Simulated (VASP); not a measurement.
Write the native input for VASP 6.6.1 that does the following.

```yaml
Task: single point
Functional: r2SCAN
Potentials_or_basis: VASP PAW PBE potentials, release 64 (Cd, Se)
Cutoff: 520 eV
k_mesh: 6 × 6 × 4
Occupations: gaussian, width 0.01 eV
Spin: no spin polarisation
Dipole_correction: no
Further_INCAR_settings: ALGO = Normal; EDIFF = 1e-06; NBANDS = 26
```

CdSe:

```
Cd Se
1.0
     4.25211    0.00000    0.00000
    -2.12605    3.68243    0.00000
     0.00000    0.00000    6.93220
Cd Se
2 2
Direct
  0.33333 0.66667 0.00452
  0.66667 0.33333 0.50452
  0.33333 0.66667 0.38048
  0.66667 0.33333 0.88048
```

The input as run:

POSCAR

```
CdSe
1.0
    4.2521074860      0.0000000000      0.0000000000
   -2.1260537430      3.6824331025      0.0000000000
    0.0000000000      0.0000000000      6.9322025972
Cd Se
2 2
Direct
    0.3333333333      0.6666666667      0.0045236756
    0.6666666667      0.3333333333      0.5045236756
    0.3333333333      0.6666666667      0.3804763244
    0.6666666667      0.3333333333      0.8804763244
```

INCAR.step1

```
SYSTEM = CdSe
  ALGO = Normal
  EDIFF = 1E-4
  ENCUT = 520
  GGA = PE
  ISMEAR = 0
  LASPH = .True.
  LCHARG = .False.
  LREAL = .False.
  LWAVE = .True.
  NBANDS = 26
  NELM = 60
  PREC = Accurate
  SIGMA = 0.01
```

INCAR.step2

```
SYSTEM = CdSe
  ALGO = Normal
  EDIFF = 1E-6
  ENCUT = 520
  ISIF = 2
  ISMEAR = 0
  ISTART = 1
  LASPH = .True.
  LCHARG = .False.
  LMIXTAU = .True.
  LREAL = .False.
  LWAVE = .False.
  METAGGA = R2SCAN
  NBANDS = 26
  NELM = 60
  PREC = Accurate
  SIGMA = 0.01
```

KPOINTS

```
k-points
0
Gamma
  6 6 4
  0 0 0
```

Potentials or basis: VASP PAW PBE potentials, release 64 (Cd, Se).

The run is started by

```console
$ cat potpaw_PBE.64/Cd/POTCAR potpaw_PBE.64/Se/POTCAR > POTCAR
$ cp INCAR.step1 INCAR
$ mpirun -np 1 vasp_std > vasp.out
$ cp INCAR.step2 INCAR
$ mpirun -np 1 vasp_std > vasp.out
```

It gave:

```yaml
Pressure: 4.0 GPa
Largest_force: 0.008 eV/Å
Band_gap_on_the_k_mesh: 1.24 eV
```

Caveat: the cell stands under pressure; the PAW data sets were made with another functional, which shifts forces and pressure a little.

Wall time 2.9 min on 1 thread of Intel(R) Xeon(R) Platinum 8488C (Sapphire Rapids) (shared host), peak memory 0.26 GiB.
